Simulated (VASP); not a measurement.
# HfAg2Sn2 (P1) in VASP: single point with r2SCAN

Aim: the single point of HfAg2Sn2 with r2SCAN.

All numbers are computed with VASP 6.6.1; they aren't measurements. Logs are shortened: lines on timing, memory, paths and dates and some standing lists are left out, and cuts for length are marked.

### 1 The cell of the first run

The typed cell holds 5 atoms: a = 4.463 Å, b = 4.847 Å, c = 5.925 Å, α = 68.39°, β = 68.20°, γ = 89.36°.

### 2 Single point, r2SCAN

POSCAR

```
HfAg2Sn2
1.0
    0.0256638600      4.4629882400      0.0250034000
    4.8450459100      0.0256638600      0.1197323500
    2.2940917500      2.2148266700     -4.9938177000
Hf Ag Sn
1 2 2
Direct
    0.9285192246      0.8767918524      0.0411830175
    0.8384240063      0.2723586777      0.5657216195
    0.2010111789      0.7809784527      0.4240174416
    0.5120411760      0.3290265343      0.2319340303
    0.5409924142      0.7178344830      0.7343328910
```

INCAR.step1

```
SYSTEM = HfAg2Sn2
ALGO     = Normal         ! electronic algorithm
EDIFF    = 1E-4           ! SCF threshold, eV
ENCUT    = 520            ! plane-wave cutoff, eV
GGA      = PE             ! functional
ISMEAR   = -1             ! smearing method
LASPH    = .True.         ! aspherical terms in the spheres
LCHARG   = .False.        ! write CHGCAR
LREAL    = .False.        ! projectors in reciprocal space
LWAVE    = .True.         ! write WAVECAR
NBANDS   = 38             ! bands
NELM     = 100            ! most SCF steps
PREC     = Accurate       ! precision mode
SIGMA    = 0.1            ! smearing width, eV
```

INCAR.step2

```
SYSTEM = HfAg2Sn2
ALGO     = Normal         ! electronic algorithm
EDIFF    = 1E-6           ! SCF threshold, eV
ENCUT    = 520            ! plane-wave cutoff, eV
ISIF     = 2              ! what is computed and relaxed
ISMEAR   = -1             ! smearing method
ISTART   = 1            
LASPH    = .True.         ! aspherical terms in the spheres
LCHARG   = .False.        ! write CHGCAR
LMIXTAU  = .True.       
LREAL    = .False.        ! projectors in reciprocal space
LWAVE    = .False.        ! write WAVECAR
METAGGA  = R2SCAN         ! meta-GGA
NBANDS   = 38             ! bands
NELM     = 100            ! most SCF steps
PREC     = Accurate       ! precision mode
SIGMA    = 0.1            ! smearing width, eV
```

KPOINTS

```
Automatic mesh
0
Gamma
  5 4 4
  0 0 0.5
```

Potentials or basis: VASP PAW PBE potentials, release 64 (Hf_pv, Ag, Sn_d).

Started as:

```bash
$ cat potpaw_PBE.64/Hf_pv/POTCAR potpaw_PBE.64/Ag/POTCAR potpaw_PBE.64/Sn_d/POTCAR > POTCAR
$ cp INCAR.step1 INCAR
$ mpirun -np 1 vasp_std > vasp.out
$ cp INCAR.step2 INCAR
$ mpirun -np 1 vasp_std > vasp.out
```

OUTCAR:

```text
SYSTEM = HfAg2Sn2
   EDIFF = 1E-6
   ENCUT = 520
   ISIF = 2
   ISMEAR = -1
   ISTART = 1
   LASPH = .True.
   LREAL = .False.
   METAGGA = R2SCAN
   NELM = 100
   PREC = Accurate

 ion  position               nearest neighbor table
   1  0.929  0.877  0.041-   3 2.85   4 2.85   2 2.94   5 2.94   3 3.11   4 3.12   5 3.21   2 3.29
                             5 3.59   3 3.61
   2  0.838  0.272  0.566-   3 2.64   5 2.66   4 2.80   5 2.82   4 2.87   1 2.94   3 3.06   1 3.29

   3  0.201  0.781  0.424-   2 2.64   4 2.64   5 2.72   5 2.78   1 2.85   4 2.94   2 3.06   1 3.11
                             1 3.61
   4  0.512  0.329  0.232-   3 2.64   2 2.80   5 2.81   1 2.85   2 2.87   3 2.94   1 3.12   5 3.38

   5  0.541  0.718  0.734-   2 2.66   3 2.72   3 2.78   4 2.81   2 2.82   1 2.94   1 3.21   4 3.38
                             1 3.59

  LATTYP: Found a triclinic cell.
 ALAT       =     4.8465930652
 B/A-ratio  =     1.3669728455
 C/A-ratio  =     1.2274247994
 COS(alpha) =     0.0058671523
 COS(beta)  =     0.3583582965
 COS(gamma) =     0.7390762165

  Lattice vectors:

 A1 = (  -4.8450459100,  -0.0256638600,  -0.1197323500)
 A2 = (  -4.8707097700,  -4.4886521000,  -0.1447357500)
 A3 = (  -2.2684278900,   2.2481615700,   5.0188211000)

Analysis of symmetry for initial positions (statically):
=====================================================================
 Subroutine PRICEL returns:
 Original cell was already a primitive cell.

 Routine SETGRP: Setting up the symmetry group for a
 triclinic supercell.

 Subroutine GETGRP returns: Found  1 space group operations
 (whereof  1 operations were pure point group operations)
 out of a pool of  2 trial point group operations.

The static configuration has the point symmetry C_1 .

Analysis of symmetry for dynamics (positions and initial velocities):
=====================================================================
 Subroutine PRICEL returns:
 Original cell was already a primitive cell.

 Routine SETGRP: Setting up the symmetry group for a
 triclinic supercell.

 Subroutine GETGRP returns: Found  1 space group operations
 (whereof  1 operations were pure point group operations)
 out of a pool of  2 trial point group operations.

The dynamic configuration has the point symmetry C_1 .

 Subroutine INISYM returns: Found  1 space group operations
 (whereof  1 operations are pure point group operations),
 and found     1 'primitive' translations

----------------------------------------------------------------------------------------

                                     Primitive cell

  volume of cell :     109.4659

  direct lattice vectors                    reciprocal lattice vectors
     0.025663860  4.462988240  0.025003400    -0.003593331  0.223539595  0.097492150
     4.845045910  0.025663860  0.119732350     0.204106822 -0.001694782  0.093012231
     2.294091750  2.214826670 -4.993817700     0.004875697  0.001078600 -0.197529396

  length of vectors
     4.463132066  4.846593065  5.925076317     0.243900762  0.224307249  0.197592505

  position of ions in fractional coordinates (direct lattice)
     0.928519225  0.876791852  0.041183018
     0.838424006  0.272358678  0.565721620
     0.201011179  0.780978453  0.424017442
     0.512041176  0.329026534  0.231934030
     0.540992414  0.717834483  0.734332891

  ion indices of the primitive-cell ions
   primitive index   ion index
                 1           1
                 2           2
                 3           3
                 4           4
                 5           5

----------------------------------------------------------------------------------------

 KPOINTS: Automatic mesh

Automatic generation of k-mesh.
 Grid dimensions read from file:
 generate k-points for:    5    4    4

 Generating k-lattice:

  Cartesian coordinates                     Fractional coordinates (reciprocal lattice)
    -0.000718666  0.044707919  0.019498430     0.200000000  0.000000000 -0.000000000
     0.051026705 -0.000423695  0.023253058     0.000000000  0.250000000  0.000000000
     0.001218924  0.000269650 -0.049382349    -0.000000000 -0.000000000  0.250000000

  Length of vectors
     0.048780152  0.056076812  0.049398126

  Shift w.r.t. Gamma in fractional coordinates (k-lattice)
     0.000000000  0.000000000  0.500000000

 Subroutine IBZKPT returns following result:
 ===========================================

 Found     40 irreducible k-points:

 Following reciprocal coordinates:
            Coordinates               Weight
 -0.000000  0.000000  0.125000      2.000000
  0.200000  0.000000  0.125000      2.000000
  0.400000 -0.000000  0.125000      2.000000
 -0.400000  0.000000  0.125000      2.000000
 -0.200000  0.000000  0.125000      2.000000
 -0.000000  0.250000  0.125000      2.000000
[... 16 lines left out ...]
  0.400000  0.000000  0.375000      2.000000
 -0.400000  0.000000  0.375000      2.000000
 [... further k-points ...]
   k-points           NKPTS =     40   k-points in BZ     NKDIM =     40   number of bands    NBANDS=     38
   number of dos      NEDOS =    301   number of ions     NIONS =      5
   total plane-waves  NPLWV =  62208
   dimension x,y,z NGX =    36 NGY =   36 NGZ =   48
   dimension x,y,z NGXF=    72 NGYF=   72 NGZF=   96
   ions per type =               1   2   2
   NGX,Y,Z   is equivalent  to a cutoff of  13.41, 12.35, 13.47 a.u.
   NGXF,Y,Z  is equivalent  to a cutoff of  26.82, 24.70, 26.94 a.u.
 SYSTEM =  HfAg2Sn2
   PREC   = accura    normal or accurate (medium, high low for compatibility)
   ISTART =      1    job   : 0-new  1-cont  2-samecut
   ICHARG =      0    charge: 1-file 2-atom 10-const
   ISPIN  =      1    spin polarized calculation?
   LNONCOLLINEAR =      F non collinear calculations
   LSORBIT =      F    spin-orbit coupling
   LASPH  =      T    aspherical Exc in radial PAW
   ENCUT  =  520.0 eV  38.22 Ry    6.18 a.u.   8.30  9.01 11.02*2*pi/ulx,y,z
   NELM   =    100;   NELMIN=  2; NELMDL=  0     # of ELM steps
   EDIFF  = 0.1E-05   stopping-criterion for ELM
   LREAL  =      F    real-space projection
   EDIFFG = 0.1E-04   stopping-criterion for IOM
   NSW    =      0    number of steps for IOM
   IBRION =     -1    ionic relax: 0-MD 1-quasi-New 2-CG
   NFREE  =      0    steps in history (QN), initial steepest desc. (CG)
   ISIF   =      2    stress and relaxation
   ISYM   =      2    0-nonsym 1-usesym 2-fastsym
   POTIM  = 0.5000    time-step for ionic-motion
   TEBEG  =    0.0;   TEEND  =   0.0 temperature during run
   PSTRESS=    0.0 pullay stress
   NELECT =      60.0000    total number of electrons
   NUPDOWN=      -1.0000    fix difference up-down
   EMIN   =  10.00;   EMAX   =-10.00  energy-range for DOS
   EFERMI =   0.00;   METHOD = LEGACY
   ISMEAR =    -1;   SIGMA  =   0.10  broadening in eV -4-tet -1-fermi 0-gaus
   EFERMI_NEDOS =   21; number of points for ismear=-14 and -15
   IALGO  =     38    algorithm
   IMIX   =      4    mixing-type and parameters
     AMIX     =   0.40;   BMIX     =  1.00
     AMIX_MAG =   1.60;   BMIX_MAG =  1.00
  volume/ion in A,a.u.               =      21.89       147.74
  Fermi-wavevector in a.u.,A,eV,Ry     =   1.339776  2.531810 24.422472  1.795001
  Thomas-Fermi vector in A             =   2.468142
   LORBIT       =      0    0 simple, 1 ext, 2 COOP (PROOUT), +10 PAW based schemes
   METAGGA = R2SCAN    functional components
   LHFCALC =     F    Hartree Fock is set to
   AEXX    =    0.0000 exact exchange contribution
   IVDW    =     0    specifies the selected vdW correction
   LEPSILON=     F    determine dielectric tensor
   LRPA    =     F    only Hartree local field effects (RPA)
 non-spin polarized calculation
  energy-cutoff  :      520.00
  volume of cell :      109.47
 maximum number of plane-waves:      2963
 NGX is ok and might be reduce to    36
   NGX = 17   NGY = 19   NGZ = 23

 number of electron      60.0000008 magnetization

 Free energy of the ion-electron system (eV)
  ---------------------------------------------------
  ext. energy  EPLUGINS =         0.00000000
  ---------------------------------------------------
  free energy    TOTEN  =      -135.96915686 eV

  energy without entropy =     -135.89788758  energy(sigma->0) =     -135.93352222

 E-fermi :   8.0500     XC(G=0): -11.9452

 val. band max:        8.0222345587   @ k =   0.2000   0.0000   0.1250
 cond. band min:       8.0672371651   @ k =   0.4000  -0.2500   0.3750
 fundamental gap:      0.0450026063
 Fermi energy:         8.0499690011

 k-point     1 :      -0.0000    0.0000    0.1250
  band No.  band energies     occupation
      1     -25.2374      2.00000
      2     -25.1715      2.00000
      3     -25.1521      2.00000
      4     -14.4097      2.00000
      5     -14.2561      2.00000
      6     -14.2288      2.00000
[... 30 lines left out ...]
     37      11.8705      0.00000
     38      12.6591      0.00000

 k-point     2 :       0.2000    0.0000    0.1250
  band No.  band energies     occupation
      1     -25.2378      2.00000
      2     -25.1741      2.00000
      3     -25.1519      2.00000
      4     -14.4094      2.00000
      5     -14.2559      2.00000
      6     -14.2281      2.00000
[... 30 lines left out ...]
     37      11.5969      0.00000
     38      13.1275      0.00000

 k-point     3 :       0.4000   -0.0000    0.1250
  band No.  band energies     occupation
      1     -25.2384      2.00000
      2     -25.1782      2.00000
      3     -25.1517      2.00000
      4     -14.4084      2.00000
      5     -14.2562      2.00000
      6     -14.2270      2.00000
[... 30 lines left out ...]
     37      12.1291      0.00000
     38      12.5345      0.00000

 k-point     4 :      -0.4000    0.0000    0.1250
  band No.  band energies     occupation
      1     -25.2384      2.00000
      2     -25.1782      2.00000
      3     -25.1518      2.00000
      4     -14.4080      2.00000
      5     -14.2565      2.00000
      6     -14.2270      2.00000
[... 30 lines left out ...]
     37      12.2709      0.00000
     38      13.0816      0.00000
[... 703 lines left out ...]
      4     -14.3765      2.00000
      5     -14.2450      2.00000
      6     -14.2270      2.00000
[... 30 lines left out ...]
     37      12.3642      0.00000
     38      12.6169      0.00000

 k-point    23 :       0.4000    0.0000    0.3750
  band No.  band energies     occupation
      1     -25.2385      2.00000
      2     -25.1783      2.00000
      3     -25.1523      2.00000
      4     -14.3758      2.00000
      5     -14.2447      2.00000
      6     -14.2264      2.00000
[... 30 lines left out ...]
     37      11.5788      0.00000
     38      12.9404      0.00000

 k-point    24 :      -0.4000    0.0000    0.3750
  band No.  band energies     occupation
      1     -25.2385      2.00000
      2     -25.1783      2.00000
      3     -25.1524      2.00000
      4     -14.3755      2.00000
      5     -14.2447      2.00000
      6     -14.2265      2.00000
[... 30 lines left out ...]
     37      12.2095      0.00000
     38      13.2372      0.00000

 [... further k-points ...]
[... 5 lines left out ...]
  --------------------------------------------------------------------------------------
  -------------------------------------------------------------------------------------
  Total        3.6386810      3.1269015      3.0629617      2.1012950     -1.2582626      2.2964468
  in kB       53.2569005     45.7663322     44.8304889     30.7552262    -18.4163346     33.6115312
  external PRESSURE =      47.9512405 kB  Pullay stress =       0.0000000 kB

 VOLUME and BASIS-vectors are now :
 -----------------------------------------------------------------------------
  energy-cutoff  :      520.00
  volume of cell :      109.47
      direct lattice vectors                 reciprocal lattice vectors
     0.025663860  4.462988240  0.025003400    -0.003593331  0.223539595  0.097492150
     4.845045910  0.025663860  0.119732350     0.204106822 -0.001694782  0.093012231
     2.294091750  2.214826670 -4.993817700     0.004875697  0.001078600 -0.197529396

 POSITION                                       TOTAL-FORCE (eV/Angst)
 -----------------------------------------------------------------------------------
      4.36640      4.25769     -0.07746        -0.025116     -0.008281     -0.016986
      2.63892      5.00184     -2.77154        -0.001527      0.008792     -0.012239
      4.76177      1.85628     -2.01893        -0.013979     -0.016633      0.035512
      2.13937      2.80737     -1.10604         0.033021      0.029873      0.035896
      5.17645      4.05929     -3.56765         0.007601     -0.013750     -0.042183
 -----------------------------------------------------------------------------------
    total drift:                               -0.000644      0.000122     -0.000336

  FREE ENERGIE OF THE ION-ELECTRON SYSTEM (eV)
  ---------------------------------------------------
  free  energy   TOTEN  =      -135.9691568593 eV

  energy  without entropy=     -135.8978875841  energy(sigma->0) =     -135.93352222
```

It took 6.4 min on 1 thread of Intel Xeon Platinum 8488C (Sapphire Rapids), shared host; peak memory 0.36 GiB.

Results:

```
Free energy            : -135.9692 eV
Pressure               : 4.8 GPa
Largest force          : 0.057 eV/Å
Band gap on the k mesh : zero (band 30 reaches 8.19 eV, above the bottom of band 31 at 8.02 eV)
```

Forces in eV/Å, atoms in the order of the input:
```
Hf  -0.025 -0.008 -0.017
Ag  -0.002  0.009 -0.012
Ag  -0.014 -0.017  0.036
Sn   0.033  0.030  0.036
Sn   0.008 -0.014 -0.042
```

Caveat: the PAW data sets were made with another functional, which shifts forces and pressure a little; spin-orbit coupling is left out, which moves the levels of the heavy elements.
